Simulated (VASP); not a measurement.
# Zr (Im-3m) in VASP: further runs, part 2 of 2

VASP 6.6.1. The steps go on from the part before.

### Step 3. Single point, PBE

This run uses another cell than the first one, of 22.85 Å³/atom.

File INCAR:

```
SYSTEM = Zr
PREC     = Accurate       ! precision mode
ENCUT    = 520            ! plane-wave cutoff, eV
EDIFF    = 1E-6           ! SCF threshold, eV
ISMEAR   = -1             ! smearing method
SIGMA    = 0.06122561905347299 ! smearing width, eV
LREAL    = .FALSE.        ! projectors in reciprocal space
LASPH    = .TRUE.         ! aspherical terms in the spheres
NELM     = 100            ! most SCF steps
ALGO     = Normal         ! electronic algorithm
ISIF     = 2              ! what is computed and relaxed
LWAVE    = .FALSE.        ! write WAVECAR
LCHARG   = .TRUE.         ! write CHGCAR
GGA      = PE             ! functional
LELF     = .TRUE.         ! ELF
LVHAR    = .TRUE.       
NBANDS   = 12             ! bands
```

File KPOINTS:

```
Automatic mesh
0
G
  43 43 43
  0 0 0
```

File POSCAR:

```
Zr
1.0
   -1.7877086981      1.7877086981      1.7877086981
    1.7877086981     -1.7877086981      1.7877086981
    1.7877086981      1.7877086981     -1.7877086981
Zr
1
Direct
    0.0000000000      0.0000000000      0.0000000000
```

Potentials or basis: VASP PAW PBE potentials, release 64 (Zr_sv).

Started as:

```bash
$ cat potpaw_PBE.64/Zr_sv/POTCAR > POTCAR
$ mpirun -np 1 vasp_std > vasp.out
```

Run time: 7.6 min. Hardware: 1 thread of Oxide Virtual Turin-like, shared host; peak memory 0.56 GiB.

Results (log left out):

| Quantity | Value |
| --- | --- |
| Free energy | -8.4472 eV |
| Pressure | 0.0 GPa |
| Band gap on the k mesh | zero (bands 6 and 7 overlap by 1.87 eV) |

Levels at points of the mesh, in eV from the Fermi level:
| k point | band 2 | band 3 | band 4 | band 5 | band 6 | band 7 | band 8 | band 9 | band 10 | band 11 |
| --- | --- | --- | --- | --- | --- | --- | --- | --- | --- | --- |
| (0.00, 0.00, 0.00) | -25.94 | -25.94 | -25.94 | -5.39 | 1.14 | 1.14 | 1.14 | 3.66 | 3.66 | 12.45 |

### Step 4. Single point, PBE

This run uses another cell than the first one, of 23.31 Å³/atom.

File INCAR:

```
SYSTEM = Zr
PREC = Accurate ; ENCUT = 520
EDIFF = 1E-7 ; ISMEAR = -1
SIGMA = 0.06122561905347299 ; LREAL = .FALSE.
LASPH = .TRUE. ; NELM = 60
ALGO = Normal ; ISIF = 2
LWAVE = .FALSE. ; LCHARG = .FALSE.
GGA = PE ; NBANDS = 12
```

KPOINTS is that of step 3.

File POSCAR:

```
Zr
1.0
   -1.7995481736      1.7995481736      1.7995481736
    1.7995481736     -1.7995481736      1.7995481736
    1.7995481736      1.7995481736     -1.7995481736
Zr
1
Direct
    0.0000000000      0.0000000000      0.0000000000
```

Started as:

```bash
$ cat potpaw_PBE.64/Zr_sv/POTCAR > POTCAR
$ mpirun -np 1 vasp_std > vasp.out
```

Wall time 12 min (1 thread of Oxide Virtual Turin-like, shared host); peak memory 0.56 GiB.

The run converged. Its results:

- Free energy: -8.4449 eV
- Pressure: -1.7 GPa
- Band gap on the k mesh: zero (bands 6 and 7 overlap by 1.84 eV)

Levels at points of the mesh, in eV from the Fermi level:
| k point | band 2 | band 3 | band 4 | band 5 | band 6 | band 7 | band 8 | band 9 | band 10 | band 11 |
| --- | --- | --- | --- | --- | --- | --- | --- | --- | --- | --- |
| (0.00, 0.00, 0.00) | -26.01 | -26.01 | -26.01 | -5.36 | 1.13 | 1.13 | 1.13 | 3.59 | 3.59 | 12.39 |

### Step 5. Single point, PBE

This run uses another cell than the first one, of 23.77 Å³/atom.

File INCAR:

```
  ALGO = Normal
  EDIFF = 1E-7
  ENCUT = 520
  GGA = PE
  ISIF = 2
  ISMEAR = -1
  LASPH = True
  LCHARG = False
  LREAL = False
  LWAVE = False
  NBANDS = 12
  NELM = 80
  PREC = Accurate
  SIGMA = 0.06122561905347299
```

File KPOINTS:

```
k-points
0
Gamma
  43 43 43
```

File POSCAR:

```
Zr
1.0
   -1.8112338788      1.8112338788      1.8112338788
    1.8112338788     -1.8112338788      1.8112338788
    1.8112338788      1.8112338788     -1.8112338788
Zr
1
Direct
    0.0000000000      0.0000000000      0.0000000000
```

Potentials or basis: VASP PAW PBE potentials, release 64 (Zr_sv).

Started as:

```bash
$ cat potpaw_PBE.64/Zr_sv/POTCAR > POTCAR
$ mpirun -np 1 vasp_std > vasp.out
```

OUTCAR:

```text
EDIFF = 1E-7
   ENCUT = 520
   GGA = PE
   ISIF = 2
   ISMEAR = -1
   LASPH = True
   LREAL = False
   NELM = 80
   PREC = Accurate

 ion  position               nearest neighbor table
   1  0.000  0.000  0.000-

  LATTYP: Found a body centered cubic cell.
 ALAT       =     3.6224677576

  Lattice vectors:

 A1 = (  -1.8112338788,   1.8112338788,   1.8112338788)
 A2 = (   1.8112338788,  -1.8112338788,   1.8112338788)
 A3 = (   1.8112338788,   1.8112338788,  -1.8112338788)

[... 528 lines left out ...]
      4     -17.5955      2.00000
      5       3.2788      2.00000
      6       9.5222      0.00000
      7       9.5585      0.00000
      8       9.7223      0.00000
      9      11.8787      0.00000
     10      12.0131      0.00000
     11      20.9107      0.00000
     12      21.0475      0.00000

 [... further k-points ...]
[... 5 lines left out ...]
  --------------------------------------------------------------------------------------
  -------------------------------------------------------------------------------------
  Total       -0.4830611     -0.4830611     -0.4830611      0.0000000      0.0000000      0.0000000
  in kB      -32.5633501    -32.5633501    -32.5633501      0.0000000      0.0000000      0.0000000
  external PRESSURE =     -32.5633501 kB  Pullay stress =       0.0000000 kB

 VOLUME and BASIS-vectors are now :
 -----------------------------------------------------------------------------
  energy-cutoff  :      520.00
  volume of cell :       23.77
      direct lattice vectors                 reciprocal lattice vectors
    -1.811233879  1.811233879  1.811233879     0.000000000  0.276054907  0.276054907
     1.811233879 -1.811233879  1.811233879     0.276054907  0.000000000  0.276054907
     1.811233879  1.811233879 -1.811233879     0.276054907  0.276054907  0.000000000

 POSITION                                       TOTAL-FORCE (eV/Angst)
 -----------------------------------------------------------------------------------
      0.00000      0.00000      0.00000         0.000000      0.000000     -0.000000
 -----------------------------------------------------------------------------------
    total drift:                               -0.000000      0.000000      0.000000

  FREE ENERGIE OF THE ION-ELECTRON SYSTEM (eV)
  ---------------------------------------------------
  free  energy   TOTEN  =        -8.4379357244 eV

  energy  without entropy=       -8.4137873348  energy(sigma->0) =       -8.42586153
```

OSZICAR:

```text
N       E                     dE             d eps       ncg     rms          rms(c)
DAV:   1     0.864022967604E+02    0.86402E+02   -0.68604E+03 48680   0.993E+02
DAV:   2    -0.573460027901E+01   -0.92137E+02   -0.89604E+02 56356   0.268E+02
DAV:   3    -0.871866989246E+01   -0.29841E+01   -0.29386E+01 73304   0.408E+01
DAV:   4    -0.878301613217E+01   -0.64346E-01   -0.64297E-01 56160   0.569E+00
DAV:   5    -0.878432008451E+01   -0.13040E-02   -0.13039E-02 70112   0.601E-01    0.973E+00
DAV:   6    -0.848880047970E+01    0.29552E+00   -0.38651E-01 52940   0.569E+00    0.380E+00
DAV:   7    -0.843516185492E+01    0.53639E-01   -0.19354E-01 59640   0.383E+00    0.664E-01
DAV:   8    -0.843793937955E+01   -0.27775E-02   -0.11546E-02 57520   0.121E+00    0.104E-01
DAV:   9    -0.843794712302E+01   -0.77435E-05   -0.44213E-04 63788   0.184E-01    0.241E-02
DAV:  10    -0.843793731928E+01    0.98037E-05   -0.22560E-05 57372   0.501E-02    0.147E-02
DAV:  11    -0.843793574068E+01    0.15786E-05   -0.18729E-06 59748   0.151E-02    0.243E-03
DAV:  12    -0.843793572445E+01    0.16228E-07   -0.77183E-08 39456   0.266E-03
   1 F= -.84379357E+01 E0= -.84258615E+01  d E =-.241484E-01
```

stdout:

```text
POSCAR found type information on POSCAR Zr
 POSCAR found :  1 types and       1 ions
 scaLAPACK will be used
 LDA part: xc-table for (Slater+PW92), standard interpolation
 POSCAR, INCAR and KPOINTS ok, starting setup
 FFT: planning ... GRIDC
 FFT: planning ... GRID_SOFT
 FFT: planning ... GRID
 WAVECAR not read
 entering main loop
```

It took 8.3 min on 1 thread of Oxide Virtual Turin-like, shared host; peak memory 0.59 GiB.

Results:

- Free energy: -8.4379 eV
- Pressure: -3.3 GPa
- Band gap on the k mesh: zero (bands 6 and 7 overlap by 1.81 eV)

Levels at points of the mesh, in eV from the Fermi level:
```
           k point  band 2  band 3  band 4  band 5  band 6  band 7  band 8  band 9  band 10  band 11
(0.00, 0.00, 0.00)  -26.08  -26.08  -26.08   -5.33    1.11    1.11    1.11    3.53     3.53    12.32
```

Caveat: the cell stands under tension.

### Step 6. The runs side by side

```csv
cell,gap on the mesh (eV),pressure (GPa)
"a = 3.076 Å, angles 109.5°, 1 atom",none,1.8
"a = 3.096 Å, angles 109.5°, 1 atom",none,0.0
"a = 3.117 Å, angles 109.5°, 1 atom",none,-1.7
"a = 3.137 Å, angles 109.5°, 1 atom",none,-3.3
```

Alike in all rows: task single point; level PBE; potentials or basis VASP PAW PBE potentials, release 64 (Zr_sv); no spin polarisation; k mesh 43 × 43 × 43; cutoff (eV) 520; smearing fermi-dirac 0.0612256 eV.

Caveats: the cell stands under tension (at least some runs).

Total energies depend on the potentials used, so only differences within one code and one set of settings carry meaning.
